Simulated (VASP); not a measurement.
# Na2N (P-3m1) in VASP: relaxation of cell and atoms with PBE

Aim: the relaxation of cell and atoms of Na2N with PBE.

Everything below comes from runs of VASP 6.6.1. Logs are shortened: lines on timing, memory, paths and dates and some standing lists are left out, and cuts for length are marked.

### 1 The cell of the first run

It takes space group P-3m1 (No. 164, trigonal). The conventional cell has a = 3.692 Å, b = 3.692 Å, c = 5.542 Å, α = 90.00°, β = 90.00°, γ = 120.00°. Within 3.2 Å of Na (site symmetry 3m) lie 3 N at 2.40 Å and 3 Na at 3.07 Å. N (site symmetry -3m) has 6 Na at 2.40 Å within 3.2 Å.

The cell was generated, and may not be a known phase.

### 2 Relaxation of cell and atoms, PBE

Input file INCAR:

```
  PREC = Accurate
  ENCUT = 970
  EDIFF = 1E-7
  ISMEAR = 0
  SIGMA = 0.1
  LREAL = F
  LASPH = T
  NELM = 120
  ALGO = Normal
  ISIF = 3
  LWAVE = F
  LCHARG = F
  GGA = PE
  IBRION = 2
  NSW = 100
  EDIFFG = -0.01
  GGA_COMPAT = F
  NELMIN = 4
```

Input file KPOINTS:

```
regular mesh
0
Gamma
  15 15 8
```

Input file POSCAR:

```
Na2N
1.0
    3.6922218465      0.0000000000      0.0000000000
   -1.8461109233      3.1975579155      0.0000000000
    0.0000000000      0.0000000000      5.5416351878
Na N
2 1
Direct
    0.3333333333      0.6666666667      0.1988782619
    0.6666666667      0.3333333333      0.8011217381
    0.0000000000      0.0000000000      0.0000000000
```

Potentials or basis: VASP PAW PBE potentials, release 64 (Na_sv, N).

Command:

```console
$ cat potpaw_PBE.64/Na_sv/POTCAR potpaw_PBE.64/N/POTCAR > POTCAR
$ mpirun -np 1 vasp_std > vasp.out
```

OUTCAR:

```text
PREC = Accurate
   ENCUT = 970
   EDIFF = 1E-7
   ISMEAR = 0
   LREAL = F
   LASPH = T
   NELM = 120
   ISIF = 3
   GGA = PE
   IBRION = 2
   NSW = 100
   EDIFFG = -0.01
   NELMIN = 4

 ion  position               nearest neighbor table
   1  0.333  0.667  0.199-
   2  0.667  0.333  0.801-
   3  0.000  0.000  0.000-

  LATTYP: Found a hexagonal cell.
 ALAT       =     3.6922218465
 C/A-ratio  =     1.5008944257

  Lattice vectors:

 A1 = (   3.6922218465,   0.0000000000,   0.0000000000)
 A2 = (  -1.8461109233,   3.1975579155,   0.0000000000)
 A3 = (   0.0000000000,   0.0000000000,   5.5416351878)

Analysis of symmetry for initial positions (statically):
=====================================================================
 Subroutine PRICEL returns:
 Original cell was already a primitive cell.

 Routine SETGRP: Setting up the symmetry group for a
 hexagonal supercell.

 Subroutine GETGRP returns: Found 12 space group operations
 (whereof 12 operations were pure point group operations)
 out of a pool of 24 trial point group operations.

The static configuration has the point symmetry D_3d.

Analysis of symmetry for dynamics (positions and initial velocities):
=====================================================================
 Subroutine PRICEL returns:
 Original cell was already a primitive cell.

 Routine SETGRP: Setting up the symmetry group for a
 hexagonal supercell.

 Subroutine GETGRP returns: Found 12 space group operations
 (whereof 12 operations were pure point group operations)
 out of a pool of 24 trial point group operations.

The dynamic configuration has the point symmetry D_3d.

 Subroutine INISYM returns: Found 12 space group operations
 (whereof 12 operations are pure point group operations),
 and found     1 'primitive' translations

----------------------------------------------------------------------------------------

                                     Primitive cell

  volume of cell :      65.4251

  direct lattice vectors                    reciprocal lattice vectors
     3.692221846  0.000000000  0.000000000     0.270839630  0.156369333  0.000000000
    -1.846110923  3.197557916  0.000000000     0.000000000  0.312738667  0.000000000
     0.000000000  0.000000000  5.541635188     0.000000000  0.000000000  0.180452153

  length of vectors
     3.692221846  3.692221847  5.541635188     0.312738667  0.312738667  0.180452153

  position of ions in fractional coordinates (direct lattice)
     0.333333333  0.666666667  0.198878262
     0.666666667  0.333333333  0.801121738
     0.000000000  0.000000000  0.000000000

  ion indices of the primitive-cell ions
   primitive index   ion index
                 1           1
                 2           2
                 3           3

----------------------------------------------------------------------------------------

 KPOINTS: regular mesh

Automatic generation of k-mesh.
 Grid dimensions read from file:
 generate k-points for:   15   15    8

 Generating k-lattice:

  Cartesian coordinates                     Fractional coordinates (reciprocal lattice)
     0.018055975  0.010424622  0.000000000     0.066666667  0.000000000  0.000000000
     0.000000000  0.020849244  0.000000000     0.000000000  0.066666667  0.000000000
     0.000000000  0.000000000  0.022556519     0.000000000  0.000000000  0.125000000

  Length of vectors
     0.020849244  0.020849244  0.022556519

  Shift w.r.t. Gamma in fractional coordinates (k-lattice)
     0.000000000  0.000000000  0.000000000

 Subroutine IBZKPT returns following result:
 ===========================================

 Found    192 irreducible k-points:

 Following reciprocal coordinates:
            Coordinates               Weight
  0.000000  0.000000  0.000000      1.000000
  0.066667  0.000000  0.000000      6.000000
  0.133333  0.000000  0.000000      6.000000
  0.200000  0.000000  0.000000      6.000000
  0.266667  0.000000  0.000000      6.000000
  0.333333  0.000000  0.000000      6.000000
[... 16 lines left out ...]
  0.333333  0.200000  0.000000     12.000000
  0.400000  0.200000  0.000000      6.000000
 [... further k-points ...]
   k-points           NKPTS =    192   k-points in BZ     NKDIM =    192   number of bands    NBANDS=     15
   number of dos      NEDOS =    301   number of ions     NIONS =      3
   total plane-waves  NPLWV =  89600
   dimension x,y,z NGX =    40 NGY =   40 NGZ =   56
   dimension x,y,z NGXF=    80 NGYF=   80 NGZF=  112
   ions per type =               2   1
   NGX,Y,Z   is equivalent  to a cutoff of  18.01, 18.01, 16.80 a.u.
   NGXF,Y,Z  is equivalent  to a cutoff of  36.02, 36.02, 33.60 a.u.
 SYSTEM =  unknown system
   PREC   = accura    normal or accurate (medium, high low for compatibility)
   ISTART =      0    job   : 0-new  1-cont  2-samecut
   ICHARG =      2    charge: 1-file 2-atom 10-const
   ISPIN  =      1    spin polarized calculation?
   LNONCOLLINEAR =      F non collinear calculations
   LSORBIT =      F    spin-orbit coupling
   LASPH  =      T    aspherical Exc in radial PAW
   ENCUT  =  970.0 eV  71.29 Ry    8.44 a.u.   9.38  9.38 14.07*2*pi/ulx,y,z
   NELM   =    120;   NELMIN=  4; NELMDL= -5     # of ELM steps
   EDIFF  = 0.1E-06   stopping-criterion for ELM
   LREAL  =      F    real-space projection
   EDIFFG = -.1E-01   stopping-criterion for IOM
   NSW    =    100    number of steps for IOM
   IBRION =      2    ionic relax: 0-MD 1-quasi-New 2-CG
   NFREE  =      1    steps in history (QN), initial steepest desc. (CG)
   ISIF   =      3    stress and relaxation
   ISYM   =      2    0-nonsym 1-usesym 2-fastsym
   POTIM  = 0.5000    time-step for ionic-motion
   TEBEG  =    0.0;   TEEND  =   0.0 temperature during run
   PSTRESS=    0.0 pullay stress
   NELECT =      23.0000    total number of electrons
   NUPDOWN=      -1.0000    fix difference up-down
   EMIN   =  10.00;   EMAX   =-10.00  energy-range for DOS
   EFERMI =   0.00;   METHOD = LEGACY
   ISMEAR =     0;   SIGMA  =   0.10  broadening in eV -4-tet -1-fermi 0-gaus
   EFERMI_NEDOS =   21; number of points for ismear=-14 and -15
   IALGO  =     38    algorithm
   IMIX   =      4    mixing-type and parameters
     AMIX     =   0.40;   BMIX     =  1.00
     AMIX_MAG =   1.60;   BMIX_MAG =  1.00
  volume/ion in A,a.u.               =      21.81       147.17
  Fermi-wavevector in a.u.,A,eV,Ry     =   1.155410  2.183408 18.163395  1.334972
  Thomas-Fermi vector in A             =   2.292039
   LORBIT       =      0    0 simple, 1 ext, 2 COOP (PROOUT), +10 PAW based schemes
   GGA     = PE    functional components
   LHFCALC =     F    Hartree Fock is set to
   AEXX    =    0.0000 exact exchange contribution
   IVDW    =     0    specifies the selected vdW correction
   LEPSILON=     F    determine dielectric tensor
   LRPA    =     F    only Hartree local field effects (RPA)
 conjugate gradient relaxation of ions
 non-spin polarized calculation
 Gauss-broadening in eV      SIGMA  =   0.10
  energy-cutoff  :      970.00
  volume of cell :       65.43
 maximum number of plane-waves:      4524
 NGX is ok and might be reduce to    40
   NGX = 19   NGY = 19   NGZ = 29

--------------------------------------- Ionic step        1  -------------------------------------------

 number of electron      23.0000004 magnetization

 Free energy of the ion-electron system (eV)
  ---------------------------------------------------
  ext. energy  EPLUGINS =         0.00000000
  ---------------------------------------------------
  free energy    TOTEN  =        -9.04695991 eV

  energy without entropy =       -9.02504915  energy(sigma->0) =       -9.03600453

------------------------ aborting loop because EDIFF is reached ----------------------------------------

  FORCE on cell =-STRESS in cart. coord.  units (eV):
  Direction    XX          YY          ZZ          XY          YZ          ZX
  --------------------------------------------------------------------------------------
  -------------------------------------------------------------------------------------
  Total       -0.1259511     -0.1259511     -0.2598980      0.0000000      0.0000000      0.0000000
  in kB       -3.0843847     -3.0843847     -6.3645736      0.0000000      0.0000000      0.0000000
  external PRESSURE =      -4.1777810 kB  Pullay stress =       0.0000000 kB
[... 92 lines left out ...]
  FREE ENERGIE OF THE ION-ELECTRON SYSTEM (eV)
  ---------------------------------------------------
  free  energy   TOTEN  =        -9.0490174094 eV

  energy  without entropy=       -9.0272107837  energy(sigma->0) =       -9.03811410

[... ionic steps 4 to 7 ...]

--------------------------------------- Ionic step        8  -------------------------------------------

 number of electron      23.0000006 magnetization

------------------------ aborting loop because EDIFF is reached ----------------------------------------
[... 69 lines left out ...]
--------------------------------------- Ionic step       10  -------------------------------------------

 number of electron      23.0000002 magnetization

 Free energy of the ion-electron system (eV)
  ---------------------------------------------------
  ext. energy  EPLUGINS =         0.00000000
  ---------------------------------------------------
  free energy    TOTEN  =        -9.05946159 eV

  energy without entropy =       -9.03444121  energy(sigma->0) =       -9.04695140

 E-fermi :   0.4508     XC(G=0):  -7.6197

 val. band max:        0.4503393413   @ k =  -0.1333   0.3333   0.2500
 cond. band min:       0.4508030777   @ k =  -0.0667   0.4000   0.3750
 fundamental gap:      0.0004637364
 Fermi energy:         0.4507772792

 k-point     1 :       0.0000    0.0000    0.0000
  band No.  band energies     occupation
      1     -50.3129      2.00000
      2     -50.2966      2.00000
      3     -22.3593      2.00000
      4     -22.2309      2.00000
      5     -22.2057      2.00000
      6     -22.2057      2.00000
      7     -22.1725      2.00000
      8     -22.1725      2.00000
      9     -11.0720      2.00000
     10      -0.2321      2.00000
     11       0.6158      0.01963
     12       0.7286      0.00009
     13       0.7286      0.00009
     14       7.4820      0.00000
[... 401 lines left out ...]
      2     -50.3013      2.00000
      3     -22.3101      2.00000
      4     -22.2949      2.00000
      5     -22.2553      2.00000
      6     -22.2069      2.00000
      7     -22.1971      2.00000
      8     -22.1759      2.00000
      9     -10.6855      2.00000
     10      -0.9062      2.00000
     11      -0.0459      2.00000
     12       0.4520      0.98675
     13       4.6153      0.00000
     14       4.8317      0.00000
     15       6.9022      0.00000

 [... further k-points ...]

------------------------ aborting loop because EDIFF is reached ----------------------------------------

  FORCE on cell =-STRESS in cart. coord.  units (eV):
  Direction    XX          YY          ZZ          XY          YZ          ZX
  --------------------------------------------------------------------------------------
  -------------------------------------------------------------------------------------
  Total       -0.0208951     -0.0208951      0.0173274      0.0000000      0.0000000     -0.0000000
  in kB       -0.5545634     -0.5545634      0.4598756      0.0000000      0.0000000     -0.0000000
  external PRESSURE =      -0.2164171 kB  Pullay stress =       0.0000000 kB
[... 18 lines left out ...]
  FREE ENERGIE OF THE ION-ELECTRON SYSTEM (eV)
  ---------------------------------------------------
  free  energy   TOTEN  =        -9.0594615908 eV

  energy  without entropy=       -9.0344412128  energy(sigma->0) =       -9.04695140

 reached required accuracy - stopping structural energy minimisation
```

It took 29 min on 1 thread of Intel Xeon 6975P-C (Granite Rapids), shared host; peak memory 0.6 GiB.

What came out:

```yaml
Free_energy: -9.0595 eV
Relaxed_volume: 20.12 Å³/atom
Relaxed_cell: a = 3.709 Å, b = 3.709 Å, c = 5.066 Å, α = 90.00°, β = 90.00°, γ = 120.00°
Space_group_after_relaxing_to_0.1_Å: P-3m1 (No. 164)
Energy_gained_by_relaxing: 4.2 meV/atom
Ionic_steps: 10
Pressure_after_relaxing: 0.0 GPa
Largest_force_after_relaxing: 0.009 eV/Å
Band_gap_on_the_k_mesh: zero (an odd number of electrons rules out a gap without spin polarisation)
```

Forces on the atoms (eV/Å):
```
Na   0.000  0.000  0.009
Na   0.000  0.000 -0.009
N    0.000  0.000  0.000
```

Step by step:
```tsv
step	energy change (eV)	largest force (eV/Å)	pressure (GPa)	volume (Å³)
1	0.0000	0.0080	-0.42	65.43
2	-0.0013	0.0338	-0.22	64.89
3	-0.0021	0.0773	0.13	64.02
4	-0.0032	0.0759	0.14	63.76
5	-0.0063	0.0716	0.17	62.97
6	-0.0106	0.0633	0.23	61.39
7	-0.0093	0.0450	0.52	58.17
8	-0.0116	0.0611	0.36	59.90
9	-0.0097	0.0744	-0.65	61.19
10	-0.0125	0.0093	-0.02	60.37
```

Final structure:
```
CELL_PARAMETERS angstrom
3.70925 0.00000 0.00000
-1.85463 3.21231 0.00000
0.00000 0.00000 5.06640
ATOMIC_POSITIONS crystal
Na 0.33333 0.66667 0.21252
Na 0.66667 0.33333 0.78748
N 0.00000 0.00000 0.00000
```
